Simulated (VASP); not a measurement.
Crystal: PbF2.

```
CELL_PARAMETERS angstrom
0.00000 2.96044 2.96044
2.96044 0.00000 2.96044
2.96044 2.96044 0.00000
ATOMIC_POSITIONS crystal
Pb 0.00000 0.00000 0.00000
F 0.25000 0.25000 0.25000
F 0.75000 0.75000 0.75000
```

Base run:

```yaml
Program: VASP 6.6.1
Functional: PBE
Potentials_or_basis: VASP PAW PBE potentials, release 64 (Pb_d, F)
Cutoff: 600 eV
k_mesh: 6 × 6 × 6
Occupations: gaussian, width 0.01 eV
Spin: no spin polarisation
```

Its results: band gap on the k mesh 4.44 eV (least direct gap 4.56 eV); pressure 2.7 GPa.

Problem. The run is repeated on the same cell with these changes: functional from PBE to HSE06; cutoff from 600 eV to 520 eV; k mesh from 6 × 6 × 6 to 4 × 4 × 4. What comes out?

Solution. Band gap on the k mesh 5.72 eV (least direct gap 5.86 eV); pressure 1.1 GPa.

Several settings changed at once.

Caveats: some runs use coarse meshes; spin-orbit coupling is left out, which moves the levels of the heavy elements; the PAW data sets were made with another functional, which shifts forces and pressure a little (at least some runs).

A k mesh can miss the band edges.
